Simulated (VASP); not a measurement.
# Si (Fd-3m) in VASP: a series of runs

Si is run at these levels: LDA; tasks: single point.

Everything below comes from runs of VASP 6.6.1. Logs are shortened: lines on timing, memory, paths and dates and some standing lists are left out, and cuts for length are marked.

### 1 The cell of the first run

It takes space group Fd-3m (No. 227, cubic). Conventional cell: a = 5.537 Å, b = 5.537 Å, c = 5.537 Å, α = 90.00°, β = 90.00°, γ = 90.00°. Within 3.2 Å of Si (site symmetry -43m) lie 4 Si at 2.40 Å.

### 2 Single point, LDA (volume scaled by 1.06)

INCAR

```
SYSTEM = Si
ALGO     = Normal         ! electronic algorithm
EDIFF    = 1E-7           ! SCF threshold, eV
ENCUT    = 520            ! plane-wave cutoff, eV
GGA      = CA             ! functional
ISIF     = 2              ! what is computed and relaxed
ISMEAR   = -1             ! smearing method
LASPH    = .TRUE.         ! aspherical terms in the spheres
LCHARG   = .TRUE.         ! write CHGCAR
LELF     = .TRUE.         ! ELF
LREAL    = .FALSE.        ! projectors in reciprocal space
LVHAR    = .TRUE.       
LWAVE    = .FALSE.        ! write WAVECAR
NBANDS   = 11             ! bands
NELM     = 60             ! most SCF steps
PREC     = Accurate       ! precision mode
SIGMA    = 0.08           ! smearing width, eV
```

KPOINTS

```
k-points
0
G
  11 11 11
  0 0 0
```

POSCAR

```
Si
1.0
    0.0000000000      2.7687280309      2.7687280309
    2.7687280309      0.0000000000      2.7687280309
    2.7687280309      2.7687280309      0.0000000000
Si
2
Direct
    0.5000000000      0.5000000000      0.5000000000
    0.7500000000      0.7500000000      0.7500000000
```

Potentials or basis: VASP PAW LDA potentials, release 64 (Si).

Run with:

```console
cat potpaw_LDA.64/Si/POTCAR > POTCAR
mpirun -np 1 vasp_std > vasp.out
```

OUTCAR:

```text
SYSTEM = Si
   EDIFF = 1E-7
   ENCUT = 520
   GGA = CA
   ISIF = 2
   ISMEAR = -1
   LASPH = .TRUE.
   LREAL = .FALSE.
   NELM = 60
   PREC = Accurate

 ion  position               nearest neighbor table
   1  0.500  0.500  0.500-   2 2.40   2 2.40   2 2.40   2 2.40
   2  0.750  0.750  0.750-   1 2.40   1 2.40   1 2.40   1 2.40

  LATTYP: Found a face centered cubic cell.
 ALAT       =     5.5374560618

  Lattice vectors:

 A1 = (   0.0000000000,   2.7687280309,   2.7687280309)
 A2 = (   2.7687280309,   0.0000000000,   2.7687280309)
 A3 = (   2.7687280309,   2.7687280309,   0.0000000000)

Analysis of symmetry for initial positions (statically):
=====================================================================
 Subroutine PRICEL returns:
 Original cell was already a primitive cell.

 Routine SETGRP: Setting up the symmetry group for a
 face centered cubic supercell.

 Subroutine GETGRP returns: Found 48 space group operations
 (whereof 24 operations were pure point group operations)
 out of a pool of 48 trial point group operations.

The static configuration has the point symmetry T_d .
 The point group associated with its full space group is O_h .

Analysis of symmetry for dynamics (positions and initial velocities):
=====================================================================
 Subroutine PRICEL returns:
 Original cell was already a primitive cell.

 Routine SETGRP: Setting up the symmetry group for a
 face centered cubic supercell.

 Subroutine GETGRP returns: Found 48 space group operations
 (whereof 24 operations were pure point group operations)
 out of a pool of 48 trial point group operations.

The dynamic configuration has the point symmetry T_d .
 The point group associated with its full space group is O_h .

 Subroutine INISYM returns: Found 48 space group operations
 (whereof 24 operations are pure point group operations),
 and found     1 'primitive' translations

----------------------------------------------------------------------------------------

                                     Primitive cell

  volume of cell :      42.4493

  direct lattice vectors                    reciprocal lattice vectors
     0.000000000  2.768728031  2.768728031    -0.180588340  0.180588340  0.180588340
     2.768728031  0.000000000  2.768728031     0.180588340 -0.180588340  0.180588340
     2.768728031  2.768728031  0.000000000     0.180588340  0.180588340 -0.180588340

  length of vectors
     3.915572732  3.915572732  3.915572732     0.312788181  0.312788181  0.312788181

  position of ions in fractional coordinates (direct lattice)
     0.500000000  0.500000000  0.500000000
     0.750000000  0.750000000  0.750000000

  ion indices of the primitive-cell ions
   primitive index   ion index
                 1           1
                 2           2

----------------------------------------------------------------------------------------

 KPOINTS: k-points

Automatic generation of k-mesh.
 Grid dimensions read from file:
 generate k-points for:   11   11   11

 Generating k-lattice:

  Cartesian coordinates                     Fractional coordinates (reciprocal lattice)
    -0.016417122  0.016417122  0.016417122     0.090909091  0.000000000  0.000000000
     0.016417122 -0.016417122  0.016417122     0.000000000  0.090909091  0.000000000
     0.016417122  0.016417122 -0.016417122     0.000000000  0.000000000  0.090909091

  Length of vectors
     0.028435289  0.028435289  0.028435289

  Shift w.r.t. Gamma in fractional coordinates (k-lattice)
     0.000000000  0.000000000  0.000000000

 Subroutine IBZKPT returns following result:
 ===========================================

 Found     56 irreducible k-points:

 Following reciprocal coordinates:
            Coordinates               Weight
  0.000000  0.000000  0.000000      1.000000
  0.090909  0.000000  0.000000      8.000000
  0.181818  0.000000  0.000000      8.000000
  0.272727  0.000000  0.000000      8.000000
  0.363636  0.000000  0.000000      8.000000
  0.454545  0.000000  0.000000      8.000000
[... 16 lines left out ...]
 -0.272727  0.181818  0.000000     24.000000
 -0.181818  0.181818  0.000000     12.000000
 [... further k-points ...]
   k-points           NKPTS =     56   k-points in BZ     NKDIM =     56   number of bands    NBANDS=     11
   number of dos      NEDOS =    301   number of ions     NIONS =      2
   total plane-waves  NPLWV =  27000
   dimension x,y,z NGX =    30 NGY =   30 NGZ =   30
   dimension x,y,z NGXF=    60 NGYF=   60 NGZF=   60
   ions per type =               2
   NGX,Y,Z   is equivalent  to a cutoff of  12.74, 12.74, 12.74 a.u.
   NGXF,Y,Z  is equivalent  to a cutoff of  25.47, 25.47, 25.47 a.u.
 SYSTEM =  Si
   PREC   = accura    normal or accurate (medium, high low for compatibility)
   ISTART =      0    job   : 0-new  1-cont  2-samecut
   ICHARG =      2    charge: 1-file 2-atom 10-const
   ISPIN  =      1    spin polarized calculation?
   LNONCOLLINEAR =      F non collinear calculations
   LSORBIT =      F    spin-orbit coupling
   LASPH  =      T    aspherical Exc in radial PAW
   ENCUT  =  520.0 eV  38.22 Ry    6.18 a.u.   7.28  7.28  7.28*2*pi/ulx,y,z
   NELM   =     60;   NELMIN=  2; NELMDL= -5     # of ELM steps
   EDIFF  = 0.1E-06   stopping-criterion for ELM
   LREAL  =      F    real-space projection
   EDIFFG = 0.1E-05   stopping-criterion for IOM
   NSW    =      0    number of steps for IOM
   IBRION =     -1    ionic relax: 0-MD 1-quasi-New 2-CG
   NFREE  =      0    steps in history (QN), initial steepest desc. (CG)
   ISIF   =      2    stress and relaxation
   ISYM   =      2    0-nonsym 1-usesym 2-fastsym
   POTIM  = 0.5000    time-step for ionic-motion
   TEBEG  =    0.0;   TEEND  =   0.0 temperature during run
   PSTRESS=    0.0 pullay stress
   NELECT =       8.0000    total number of electrons
   NUPDOWN=      -1.0000    fix difference up-down
   EMIN   =  10.00;   EMAX   =-10.00  energy-range for DOS
   EFERMI =   0.00;   METHOD = LEGACY
   ISMEAR =    -1;   SIGMA  =   0.08  broadening in eV -4-tet -1-fermi 0-gaus
   EFERMI_NEDOS =   21; number of points for ismear=-14 and -15
   IALGO  =     38    algorithm
   IMIX   =      4    mixing-type and parameters
     AMIX     =   0.40;   BMIX     =  1.00
     AMIX_MAG =   1.60;   BMIX_MAG =  1.00
  volume/ion in A,a.u.               =      21.22       143.23
  Fermi-wavevector in a.u.,A,eV,Ry     =   0.938601  1.773699 11.986360  0.880973
  Thomas-Fermi vector in A             =   2.065830
   LORBIT       =      0    0 simple, 1 ext, 2 COOP (PROOUT), +10 PAW based schemes
   GGA     = CA    functional components
   LHFCALC =     F    Hartree Fock is set to
   AEXX    =    0.0000 exact exchange contribution
   IVDW    =     0    specifies the selected vdW correction
   LEPSILON=     F    determine dielectric tensor
   LRPA    =     F    only Hartree local field effects (RPA)
 non-spin polarized calculation
  energy-cutoff  :      520.00
  volume of cell :       42.45
 maximum number of plane-waves:      1159
 NGX is ok and might be reduce to    30
   NGX = 15   NGY = 15   NGZ = 15

 number of electron       8.0000000 magnetization

 Free energy of the ion-electron system (eV)
  ---------------------------------------------------
  ext. energy  EPLUGINS =         0.00000000
  ---------------------------------------------------
  free energy    TOTEN  =       -11.85854341 eV

  energy without entropy =      -11.85820912  energy(sigma->0) =      -11.85837626

 E-fermi :   5.4632     XC(G=0):  -9.3880

 val. band max:        5.1896557808   @ k =   0.0000   0.0000   0.0000
 cond. band min:       5.7798108082   @ k =   0.4545   0.4545   0.0000
 fundamental gap:      0.5901550275
 Fermi energy:         5.4631572527

 k-point     1 :       0.0000    0.0000    0.0000
  band No.  band energies     occupation
      1      -6.3794      2.00000
      2       5.1897      1.93657
      3       5.1897      1.93657
      4       5.1897      1.93657
      5       7.6862      0.00000
      6       7.6862      0.00000
      7       7.6862      0.00000
      8       7.7448      0.00000
      9      12.6243      0.00000
     10      12.8832      0.00000
     11      12.8832      0.00000

 k-point     2 :       0.0909    0.0000    0.0000
  band No.  band energies     occupation
      1      -6.2764      2.00000
      2       4.1863      2.00000
      3       5.0313      1.99099
      4       5.0313      1.99099
      5       7.5396      0.00000
      6       7.9188      0.00000
      7       7.9188      0.00000
      8       8.7120      0.00000
      9      12.5728      0.00000
     10      12.5728      0.00000
     11      13.0696      0.00000

 k-point     3 :       0.1818    0.0000    0.0000
  band No.  band energies     occupation
      1      -5.9717      2.00000
      2       2.5532      2.00000
      3       4.7067      1.99984
      4       4.7067      1.99984
      5       7.1826      0.00000
      6       8.3726      0.00000
      7       8.3726      0.00000
      8      10.3044      0.00000
      9      12.2147      0.00000
     10      12.2147      0.00000
     11      13.8455      0.00000

 k-point     4 :       0.2727    0.0000    0.0000
  band No.  band energies     occupation
      1      -5.4818      2.00000
      2       0.9599      2.00000
      3       4.3966      2.00000
      4       4.3966      2.00000
      5       6.8259      0.00000
      6       8.6328      0.00000
      7       8.6328      0.00000
      8      11.8594      0.00000
      9      12.4591      0.00000
     10      12.4591      0.00000
     11      13.6885      0.00000
[... 239 lines left out ...]
 k-point    22 :      -0.3636    0.1818    0.0000
  band No.  band energies     occupation
      1      -4.0968      2.00000
      2      -1.0224      2.00000
      3       2.0731      2.00000
      4       3.7731      2.00000
      5       7.3301      0.00000
      6       9.2703      0.00000
      7       9.5543      0.00000
      8      12.5233      0.00000
      9      12.8469      0.00000
     10      13.4941      0.00000
     11      16.1591      0.00000

 k-point    23 :      -0.2727    0.1818    0.0000
  band No.  band energies     occupation
      1      -4.7284      2.00000
      2       0.0296      2.00000
      3       2.1646      2.00000
      4       4.1401      2.00000
      5       7.6579      0.00000
      6       9.2971      0.00000
      7       9.3402      0.00000
      8      11.1668      0.00000
      9      11.6740      0.00000
     10      14.8504      0.00000
     11      16.4557      0.00000

 k-point    24 :      -0.1818    0.1818    0.0000
  band No.  band energies     occupation
      1      -5.3124      2.00000
      2       1.1621      2.00000
      3       2.6402      2.00000
      4       4.5325      1.99998
      5       7.9369      0.00000
      6       8.8149      0.00000
      7       9.0437      0.00000
      8      10.5230      0.00000
      9      11.2766      0.00000
     10      14.6990      0.00000
     11      15.2912      0.00000

 [... further k-points ...]
[... 5 lines left out ...]
  --------------------------------------------------------------------------------------
  -------------------------------------------------------------------------------------
  Total       -1.6137767     -1.6137767     -1.6137767     -0.0000000     -0.0000000      0.0000000
  in kB      -60.9092338    -60.9092338    -60.9092338     -0.0000000     -0.0000000      0.0000000
  external PRESSURE =     -60.9092338 kB  Pullay stress =       0.0000000 kB

 VOLUME and BASIS-vectors are now :
 -----------------------------------------------------------------------------
  energy-cutoff  :      520.00
  volume of cell :       42.45
      direct lattice vectors                 reciprocal lattice vectors
     0.000000000  2.768728031  2.768728031    -0.180588340  0.180588340  0.180588340
     2.768728031  0.000000000  2.768728031     0.180588340 -0.180588340  0.180588340
     2.768728031  2.768728031  0.000000000     0.180588340  0.180588340 -0.180588340

 POSITION                                       TOTAL-FORCE (eV/Angst)
 -----------------------------------------------------------------------------------
      2.76873      2.76873      2.76873         0.000000      0.000000      0.000000
      4.15309      4.15309      4.15309        -0.000000     -0.000000     -0.000000
 -----------------------------------------------------------------------------------
    total drift:                                0.000000     -0.000000     -0.000000

  FREE ENERGIE OF THE ION-ELECTRON SYSTEM (eV)
  ---------------------------------------------------
  free  energy   TOTEN  =       -11.8585434081 eV

  energy  without entropy=      -11.8582091187  energy(sigma->0) =      -11.85837626
```

Wall time 14 s (1 thread of AMD EPYC 9R14 (Zen 4), shared host); peak memory 0.12 GiB.

What came out:

| Property | Result |
| --- | --- |
| Free energy | -11.8585 eV |
| Pressure | -6.1 GPa |
| Band gap on the k mesh | 0.59 eV, indirect (least direct gap 2.37 eV) |

 A k mesh can miss the band edges.

[end of part 1 of 2]
